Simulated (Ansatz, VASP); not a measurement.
**Two plane-wave programs on SnO2**

The input INCAR:

```
PREC = Accurate
ENCUT = 520
EDIFF = 1E-7
ISMEAR = 0
SIGMA = 0.02
LREAL = F
LASPH = T
NELM = 80
ALGO = Normal
ISIF = 2
LWAVE = F
LCHARG = F
GGA = PE
NBANDS = 64
```

The input KPOINTS:

```
regular mesh
0
Gamma
  6 6 6
```

File POSCAR:

```
SnO2
1.0
    4.7892441803      0.0000000000      0.0000000000
    0.0000000000      5.8241797767      0.0000000000
    0.0000000000      0.0000000000      5.3055797786
Sn O
4 8
Direct
    0.5000000000      0.6651682937      0.7500000000
    0.0000000000      0.8348317063      0.2500000000
    0.5000000000      0.3348317063      0.2500000000
    0.0000000000      0.1651682937      0.7500000000
    0.7301375846      0.6070668392      0.0781721762
    0.2301375846      0.8929331608      0.9218278238
    0.7698624154      0.8929331608      0.5781721762
    0.2698624154      0.6070668392      0.4218278238
    0.7301375846      0.3929331608      0.5781721762
    0.2301375846      0.1070668392      0.4218278238
    0.7698624154      0.1070668392      0.0781721762
    0.2698624154      0.3929331608      0.9218278238
```

Input for Ansatz:

```yaml
crystal:
  lattice:
    - [4.7892441803, 0.0, 0.0]
    - [0.0, 5.8241797767, 0.0]
    - [0.0, 0.0, 5.3055797786]
  atoms:
    - { symbol: Sn, position: [0.5, 0.6651682937, 0.75] }
    - { symbol: Sn, position: [0.0, 0.8348317063, 0.25] }
    - { symbol: Sn, position: [0.5, 0.3348317063, 0.25] }
    - { symbol: Sn, position: [0.0, 0.1651682937, 0.75] }
    - { symbol: O, position: [0.7301375846, 0.6070668392, 0.0781721762] }
    - { symbol: O, position: [0.2301375846, 0.8929331608, 0.9218278238] }
    - { symbol: O, position: [0.7698624154, 0.8929331608, 0.5781721762] }
    - { symbol: O, position: [0.2698624154, 0.6070668392, 0.4218278238] }
    - { symbol: O, position: [0.7301375846, 0.3929331608, 0.5781721762] }
    - { symbol: O, position: [0.2301375846, 0.1070668392, 0.4218278238] }
    - { symbol: O, position: [0.7698624154, 0.1070668392, 0.0781721762] }
    - { symbol: O, position: [0.2698624154, 0.3929331608, 0.9218278238] }
basis:
  ecutwfc: 420
kpoints:
  mp_grid: { grid: [6, 6, 6] }
  band_path: { path: [VBM, CBM], npoints: 2 }
hamiltonian:
  xc: pbe
scf:
  occupations: { method: gaussian, width: 0.02 }
output:
  forces: true
  stress: true
  eigenvalues: true
checkpoint:
  read: start.run
  write: ck
  compress: false
  write_wavefunctions: false
  write_every: 100000
```

Alike in both runs: task single point; functional PBE; k mesh 6 × 6 × 6; occupations gaussian, width 0.02 eV; no spin polarisation.

```csv
,VASP,Ansatz
version,VASP 6.6.1,Ansatz 0.2.0
potentials or method,"VASP PAW PBE potentials, release 64 (Sn_d, O), cutoff 520 eV","scalar-relativistic, plane waves, PAW"
valence electrons in the cell,104,104
```

|  | VASP | Ansatz | Ansatz less VASP |
| --- | --- | --- | --- |
| gap on the k mesh at the Fermi level (eV) | 0.98 | 1.00 | +0.013 |
| least direct gap on the mesh (eV) | 1.00 | 1.01 | +0.011 |
| pressure (GPa) | 0.6 | 0.0 | -0.60 |
| traceless stress, the component that is largest in VASP (GPa) | 0.09 | -0.01 | -0.094 |
| rms of the force components (eV/Å) | 0.008 | 0.000 | -0.0074 |

Atom by atom the forces differ by 0.008 eV/Å (rms over components).
